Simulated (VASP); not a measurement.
# Sb (Fm-3m) in VASP: further runs

Runs on Sb. Level: PBE. Tasks: single point, relaxation of cell and atoms.

Everything below comes from runs of VASP 6.6.1. Logs are shortened: lines on timing, memory, paths and dates and some standing lists are left out, and cuts for length are marked.

### 1 The cell of the first run

Symmetry: Fm-3m, No. 225, cubic system. Conventional cell: a = 4.789 Å, b = 4.789 Å, c = 4.789 Å, α = 90.00°, β = 90.00°, γ = 90.00°. Within 4.5 Å of Sb (site symmetry m-3m) lie 12 Sb at 3.39 Å.

This isn't the form of Sb at room conditions, which is rhombohedral.

### 2 Single point, PBE

INCAR

```
SYSTEM = Sb
ALGO = Normal ; EDIFF = 1E-6
ENCUT = 520 ; GGA = PE
ISIF = 2 ; ISMEAR = 0
LASPH = .True. ; LCHARG = .True.
LELF = .True. ; LREAL = .False.
LVHAR = .True. ; LWAVE = .False.
NBANDS = 8 ; NELM = 100
PREC = Accurate ; SIGMA = 0.1
```

KPOINTS

```
k-points
0
Gamma
  20 20 20
  0 0 0
```

POSCAR

```
Sb
1.0
    0.0000000000      2.3943115993      2.3943115993
    2.3943115993      0.0000000000      2.3943115993
    2.3943115993      2.3943115993      0.0000000000
Sb
1
Direct
    0.0000000000      0.0000000000      0.0000000000
```

Potentials or basis: VASP PAW PBE potentials, release 64 (Sb).

The run is started by

```console
$ cat potpaw_PBE.64/Sb/POTCAR > POTCAR
$ mpirun -np 1 vasp_std > vasp.out
```

OUTCAR:

```text
SYSTEM = Sb
   EDIFF = 1E-6
   ENCUT = 520
   GGA = PE
   ISIF = 2
   ISMEAR = 0
   LASPH = .True.
   LREAL = .False.
   NELM = 100
   PREC = Accurate

 ion  position               nearest neighbor table
   1  0.000  0.000  0.000-

  LATTYP: Found a face centered cubic cell.
 ALAT       =     4.7886231986

  Lattice vectors:

 A1 = (   0.0000000000,   2.3943115993,   2.3943115993)
 A2 = (   2.3943115993,   0.0000000000,   2.3943115993)
 A3 = (   2.3943115993,   2.3943115993,   0.0000000000)

Analysis of symmetry for initial positions (statically):
=====================================================================
 Subroutine PRICEL returns:
 Original cell was already a primitive cell.

 Routine SETGRP: Setting up the symmetry group for a
 face centered cubic supercell.

 Subroutine GETGRP returns: Found 48 space group operations
 (whereof 48 operations were pure point group operations)
 out of a pool of 48 trial point group operations.

The static configuration has the point symmetry O_h .

Analysis of symmetry for dynamics (positions and initial velocities):
=====================================================================
 Subroutine PRICEL returns:
 Original cell was already a primitive cell.

 Routine SETGRP: Setting up the symmetry group for a
 face centered cubic supercell.

 Subroutine GETGRP returns: Found 48 space group operations
 (whereof 48 operations were pure point group operations)
 out of a pool of 48 trial point group operations.

The dynamic configuration has the point symmetry O_h .

 Subroutine INISYM returns: Found 48 space group operations
 (whereof 48 operations are pure point group operations),
 and found     1 'primitive' translations

----------------------------------------------------------------------------------------

                                     Primitive cell

  volume of cell :      27.4519

  direct lattice vectors                    reciprocal lattice vectors
     0.000000000  2.394311599  2.394311599    -0.208828291  0.208828291  0.208828291
     2.394311599  0.000000000  2.394311599     0.208828291 -0.208828291  0.208828291
     2.394311599  2.394311599  0.000000000     0.208828291  0.208828291 -0.208828291

  length of vectors
     3.386067936  3.386067936  3.386067936     0.361701211  0.361701211  0.361701211

  position of ions in fractional coordinates (direct lattice)
     0.000000000  0.000000000  0.000000000

  ion indices of the primitive-cell ions
   primitive index   ion index
                 1           1

----------------------------------------------------------------------------------------

 KPOINTS: k-points

Automatic generation of k-mesh.
 Grid dimensions read from file:
 generate k-points for:   20   20   20

 Generating k-lattice:

  Cartesian coordinates                     Fractional coordinates (reciprocal lattice)
    -0.010441415  0.010441415  0.010441415     0.050000000  0.000000000  0.000000000
     0.010441415 -0.010441415  0.010441415     0.000000000  0.050000000  0.000000000
     0.010441415  0.010441415 -0.010441415     0.000000000  0.000000000  0.050000000

  Length of vectors
     0.018085061  0.018085061  0.018085061

  Shift w.r.t. Gamma in fractional coordinates (k-lattice)
     0.000000000  0.000000000  0.000000000

 Subroutine IBZKPT returns following result:
 ===========================================

 Found    256 irreducible k-points:

 Following reciprocal coordinates:
            Coordinates               Weight
  0.000000  0.000000  0.000000      1.000000
  0.050000  0.000000  0.000000      8.000000
  0.100000  0.000000  0.000000      8.000000
  0.150000  0.000000  0.000000      8.000000
  0.200000  0.000000  0.000000      8.000000
  0.250000  0.000000  0.000000      8.000000
[... 16 lines left out ...]
 -0.400000  0.050000  0.000000     24.000000
 -0.350000  0.050000  0.000000     24.000000
 [... further k-points ...]
   k-points           NKPTS =    256   k-points in BZ     NKDIM =    256   number of bands    NBANDS=      8
   number of dos      NEDOS =    301   number of ions     NIONS =      1
   total plane-waves  NPLWV =  21952
   dimension x,y,z NGX =    28 NGY =   28 NGZ =   28
   dimension x,y,z NGXF=    56 NGYF=   56 NGZF=   56
   ions per type =               1
   NGX,Y,Z   is equivalent  to a cutoff of  13.75, 13.75, 13.75 a.u.
   NGXF,Y,Z  is equivalent  to a cutoff of  27.49, 27.49, 27.49 a.u.
 SYSTEM =  Sb
   PREC   = accura    normal or accurate (medium, high low for compatibility)
   ISTART =      0    job   : 0-new  1-cont  2-samecut
   ICHARG =      2    charge: 1-file 2-atom 10-const
   ISPIN  =      1    spin polarized calculation?
   LNONCOLLINEAR =      F non collinear calculations
   LSORBIT =      F    spin-orbit coupling
   LASPH  =      T    aspherical Exc in radial PAW
   ENCUT  =  520.0 eV  38.22 Ry    6.18 a.u.   6.30  6.30  6.30*2*pi/ulx,y,z
   NELM   =    100;   NELMIN=  2; NELMDL= -5     # of ELM steps
   EDIFF  = 0.1E-05   stopping-criterion for ELM
   LREAL  =      F    real-space projection
   EDIFFG = 0.1E-04   stopping-criterion for IOM
   NSW    =      0    number of steps for IOM
   IBRION =     -1    ionic relax: 0-MD 1-quasi-New 2-CG
   NFREE  =      0    steps in history (QN), initial steepest desc. (CG)
   ISIF   =      2    stress and relaxation
   ISYM   =      2    0-nonsym 1-usesym 2-fastsym
   POTIM  = 0.5000    time-step for ionic-motion
   TEBEG  =    0.0;   TEEND  =   0.0 temperature during run
   PSTRESS=    0.0 pullay stress
   NELECT =       5.0000    total number of electrons
   NUPDOWN=      -1.0000    fix difference up-down
   EMIN   =  10.00;   EMAX   =-10.00  energy-range for DOS
   EFERMI =   0.00;   METHOD = LEGACY
   ISMEAR =     0;   SIGMA  =   0.10  broadening in eV -4-tet -1-fermi 0-gaus
   EFERMI_NEDOS =   21; number of points for ismear=-14 and -15
   IALGO  =     38    algorithm
   IMIX   =      4    mixing-type and parameters
     AMIX     =   0.40;   BMIX     =  1.00
     AMIX_MAG =   1.60;   BMIX_MAG =  1.00
  volume/ion in A,a.u.               =      27.45       185.25
  Fermi-wavevector in a.u.,A,eV,Ry     =   0.927985  1.753637 11.716734  0.861156
  Thomas-Fermi vector in A             =   2.054113
   LORBIT       =      0    0 simple, 1 ext, 2 COOP (PROOUT), +10 PAW based schemes
   GGA     = PE    functional components
   LHFCALC =     F    Hartree Fock is set to
   AEXX    =    0.0000 exact exchange contribution
   IVDW    =     0    specifies the selected vdW correction
   LEPSILON=     F    determine dielectric tensor
   LRPA    =     F    only Hartree local field effects (RPA)
 non-spin polarized calculation
 Gauss-broadening in eV      SIGMA  =   0.10
  energy-cutoff  :      520.00
  volume of cell :       27.45
 maximum number of plane-waves:       754
 NGX is ok and might be reduce to    28
   NGX = 13   NGY = 13   NGZ = 13

 number of electron       5.0000000 magnetization

 Free energy of the ion-electron system (eV)
  ---------------------------------------------------
  ext. energy  EPLUGINS =         0.00000000
  ---------------------------------------------------
  free energy    TOTEN  =        -3.82441324 eV

  energy without entropy =       -3.82124451  energy(sigma->0) =       -3.82282888

 E-fermi :   8.3183     XC(G=0): -10.1496

 val. band max:        8.3127639775   @ k =  -0.4500   0.5000   0.0500
 cond. band min:       8.3285227237   @ k =  -0.3500   0.3500   0.1500
 fundamental gap:      0.0157587462
 Fermi energy:         8.3183269385

 k-point     1 :       0.0000    0.0000    0.0000
  band No.  band energies     occupation
      1      -4.5010      2.00000
      2      13.4537      0.00000
      3      13.4537      0.00000
      4      13.4537      0.00000
      5      18.1658      0.00000
      6      18.1658      0.00000
      7      18.1658      0.00000
      8      18.5186      0.00000

 k-point     2 :       0.0500    0.0000    0.0000
  band No.  band energies     occupation
      1      -4.4524      2.00000
      2      12.9645      0.00000
      3      13.3886      0.00000
      4      13.3886      0.00000
      5      17.5947      0.00000
      6      18.2738      0.00000
      7      18.2738      0.00000
      8      19.4184      0.00000

 k-point     3 :       0.1000    0.0000    0.0000
  band No.  band energies     occupation
      1      -4.3070      2.00000
      2      11.8033      0.00000
      3      13.2139      0.00000
      4      13.2139      0.00000
      5      17.1490      0.00000
      6      18.5575      0.00000
      7      18.5575      0.00000
      8      20.3282      0.00000

 k-point     4 :       0.1500    0.0000    0.0000
  band No.  band energies     occupation
      1      -4.0655      2.00000
      2      10.3842      0.00000
      3      12.9747      0.00000
      4      12.9747      0.00000
      5      16.8301      0.00000
      6      18.8702      0.00000
      7      18.8702      0.00000
      8      20.7457      0.00000

 k-point     5 :       0.2000    0.0000    0.0000
  band No.  band energies     occupation
      1      -3.7301      2.00000
      2       8.9093      0.00000
      3      12.7138      0.00000
      4      12.7138      0.00000
      5      16.5926      0.00000
      6      18.8931      0.00000
      7      18.8931      0.00000
      8      20.5139      0.00000

 k-point     6 :       0.2500    0.0000    0.0000
  band No.  band energies     occupation
      1      -3.3046      2.00000
      2       7.4651      2.00000
      3      12.4621      0.00000
      4      12.4621      0.00000
      5      16.4258      0.00000
      6      18.5649      0.00000
      7      18.5649      0.00000
      8      19.8448      0.00000

 k-point     7 :       0.3000    0.0000    0.0000
  band No.  band energies     occupation
      1      -2.7967      2.00000
      2       6.0970      2.00000
      3      12.2392      0.00000
      4      12.2392      0.00000
      5      16.3248      0.00000
      6      18.1615      0.00000
      7      18.1615      0.00000
      8      19.2293      0.00000
[... 133 lines left out ...]
 k-point    20 :       0.4500    0.0500    0.0000
  band No.  band energies     occupation
      1      -1.2101      2.00000
      2       3.1958      2.00000
      3      11.5863      0.00000
      4      11.6177      0.00000
      5      16.3594      0.00000
      6      16.9822      0.00000
      7      17.7175      0.00000
      8      18.8862      0.00000

 k-point    21 :       0.5000    0.0500    0.0000
  band No.  band energies     occupation
      1      -0.8464      2.00000
      2       2.6667      2.00000
      3      11.4366      0.00000
      4      11.6717      0.00000
      5      16.4372      0.00000
      6      16.8558      0.00000
      7      17.5340      0.00000
      8      18.8052      0.00000

 k-point    22 :      -0.4500    0.0500    0.0000
  band No.  band energies     occupation
      1      -0.9280      2.00000
      2       2.7815      2.00000
      3      11.3442      0.00000
      4      11.7877      0.00000
      5      16.5763      0.00000
      6      16.7809      0.00000
      7      17.4536      0.00000
      8      18.8803      0.00000

 k-point    23 :      -0.4000    0.0500    0.0000
  band No.  band energies     occupation
      1      -1.3892      2.00000
      2       3.4744      2.00000
      3      11.3143      0.00000
      4      11.9597      0.00000
      5      16.6176      0.00000
      6      16.9258      0.00000
      7      17.4803      0.00000
      8      19.0972      0.00000

 k-point    24 :      -0.3500    0.0500    0.0000
  band No.  band energies     occupation
      1      -1.9815      2.00000
      2       4.4940      2.00000
      3      11.3504      0.00000
      4      12.1791      0.00000
      5      16.5944      0.00000
      6      17.2679      0.00000
      7      17.6155      0.00000
      8      19.4330      0.00000

 [... further k-points ...]

------------------------ aborting loop because EDIFF is reached ----------------------------------------

  FORCE on cell =-STRESS in cart. coord.  units (eV):
  Direction    XX          YY          ZZ          XY          YZ          ZX
  --------------------------------------------------------------------------------------
  -------------------------------------------------------------------------------------
  Total       -0.0163761     -0.0163761     -0.0163761      0.0000000      0.0000000      0.0000000
  in kB       -0.9557577     -0.9557577     -0.9557577      0.0000000      0.0000000      0.0000000
  external PRESSURE =      -0.9557577 kB  Pullay stress =       0.0000000 kB

 VOLUME and BASIS-vectors are now :
 -----------------------------------------------------------------------------
  energy-cutoff  :      520.00
  volume of cell :       27.45
      direct lattice vectors                 reciprocal lattice vectors
     0.000000000  2.394311599  2.394311599    -0.208828291  0.208828291  0.208828291
     2.394311599  0.000000000  2.394311599     0.208828291 -0.208828291  0.208828291
     2.394311599  2.394311599  0.000000000     0.208828291  0.208828291 -0.208828291

 POSITION                                       TOTAL-FORCE (eV/Angst)
 -----------------------------------------------------------------------------------
      0.00000      0.00000      0.00000        -0.000000     -0.000000     -0.000000
 -----------------------------------------------------------------------------------
    total drift:                                0.000000      0.000000      0.000000

  FREE ENERGIE OF THE ION-ELECTRON SYSTEM (eV)
  ---------------------------------------------------
  free  energy   TOTEN  =        -3.8244132409 eV

  energy  without entropy=       -3.8212445124  energy(sigma->0) =       -3.82282888
```

Run time: 46 s. Hardware: 1 thread of Intel Xeon 8259CL, shared host; peak memory 0.2 GiB.

Results:

| Item | Value |
| --- | --- |
| Free energy | -3.8244 eV |
| Pressure | -0.1 GPa |
| Band gap on the k mesh | zero (an odd number of electrons rules out a gap without spin polarisation) |

Levels at points of the mesh, in eV from the Fermi level:
```csv
k point,band 1,band 2,band 3,band 4,band 5,band 6,band 7
"(0.00, 0.00, 0.00)",-12.82,5.14,5.14,5.14,9.85,9.85,9.85
"(0.50, 0.00, 0.00)",-9.17,-5.74,3.50,3.50,8.01,9.00,9.00
"(0.50, 0.50, 0.00)",-7.61,-4.86,0.33,0.33,4.09,4.57,17.38
```

Caveat: spin-orbit coupling is left out, which moves the levels of the heavy elements.

### 3 Relaxation of cell and atoms, PBE

INCAR

```
SYSTEM = Sb
PREC = Accurate
ENCUT = 600
EDIFF = 1E-6
ISMEAR = 0
SIGMA = 0.1
LREAL = .False.
LASPH = .True.
NELM = 100
ALGO = Normal
ISIF = 3
LWAVE = .False.
LCHARG = .False.
GGA = PE
IBRION = 2
NSW = 100
EDIFFG = -0.01
```

KPOINTS

```
Automatic mesh
0
Gamma
  20 20 20
  0 0 0
```

POSCAR is that of step 2.

Potentials or basis: VASP PAW PBE potentials, release 64 (Sb).

The run is started by

```console
$ cat potpaw_PBE.64/Sb/POTCAR > POTCAR
$ mpirun -np 1 vasp_std > vasp.out
```

Wall time 67 s (1 thread of Intel Xeon 8259CL, shared host); peak memory 0.2 GiB.

The run converged. Its results:

* Free energy: -3.8245 eV
* Relaxed volume: 27.39 Å³/atom
* Relaxed cell: a = 3.383 Å, b = 3.383 Å, c = 3.383 Å, α = 60.00°, β = 60.00°, γ = 60.00°
* Space group after relaxing (to 0.1 Å): Fm-3m (No. 225)
* Energy gained by relaxing: 0.0 meV/atom
* Ionic steps: 2
* Pressure after relaxing: 0.0 GPa
* Band gap on the k mesh: zero (an odd number of electrons rules out a gap without spin polarisation)

Final structure:
```
CELL_PARAMETERS angstrom
0.00000 2.39241 2.39241
2.39241 0.00000 2.39241
2.39241 2.39241 0.00000
ATOMIC_POSITIONS crystal
Sb 0.00000 0.00000 0.00000
```

Levels at points of the mesh, in eV from the Fermi level:
```tsv
k point	band 1	band 2	band 3	band 4	band 5
(0.00, 0.00, 0.00)	-12.84	5.15	5.15	5.15	9.86
(0.50, 0.00, 0.00)	-9.18	-5.75	3.51	3.51	8.02
(0.50, 0.50, 0.00)	-7.60	-4.87	0.33	0.33	4.09
```

Caveat: spin-orbit coupling is left out, which moves the levels of the heavy elements.
